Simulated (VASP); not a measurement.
Input of a VASP 6.6.1 run:

Contents of INCAR:

```
PREC = Accurate
ENCUT = 500
EDIFF = 1E-6
ISMEAR = -1
SIGMA = 0.0775
LREAL = F
LASPH = T
NELM = 120
ALGO = Normal
ISIF = 2
LWAVE = F
LCHARG = F
GGA = PE
NBANDS = 63
GGA_COMPAT = F
```

File KPOINTS:

```
Automatic mesh
0
Gamma
  4 6 6
```

The input POSCAR:

```
SnSe2S4
1.0
   -9.7782420000      0.0000000000      0.0000000000
    0.0000000000     -5.0527940000      3.5494520000
    0.0000000000      5.0527940000      3.5494520000
Se Sn S
4 2 8
Direct
    0.0000000000      0.2074700000      0.2074700000
    0.5000000000      0.2074700000      0.2074700000
    0.7500000000      0.4793800000      0.8578600000
    0.2500000000      0.8578600000      0.4793800000
    0.7500000000      0.9039400000      0.4569400000
    0.2500000000      0.4569400000      0.9039400000
    0.9438000000      0.0985600000      0.6456400000
    0.0562000000      0.6456400000      0.0985600000
    0.5562000000      0.0985600000      0.6456400000
    0.4438000000      0.6456400000      0.0985600000
    0.7500000000      0.5092000000      0.3848000000
    0.2500000000      0.3848000000      0.5092000000
    0.7500000000      0.9522000000      0.0936000000
    0.2500000000      0.0936000000      0.9522000000
```

Potentials or basis: VASP PAW PBE potentials, release 64 (Se, Sn_d, S).

Launch:

```bash
$ cat potpaw_PBE.64/Se/POTCAR potpaw_PBE.64/Sn_d/POTCAR potpaw_PBE.64/S/POTCAR > POTCAR
$ mpirun -np 1 vasp_std > vasp.out
```

Estimate the band gap on the k mesh.

zero (bands 50 and 51 overlap by 1.03 eV).

What does it give for the largest force?

1.789 eV/Å.

Stress tensor (GPa, compression positive):
```
-0.35  0.00  0.00
 0.00  0.35  0.00
 0.00  0.00 -0.57
```

Caveat: spin-orbit coupling is left out, which moves the levels of the heavy elements; forces of over 1 eV/Å act on the atoms, so gaps and moduli don't describe the material at rest.
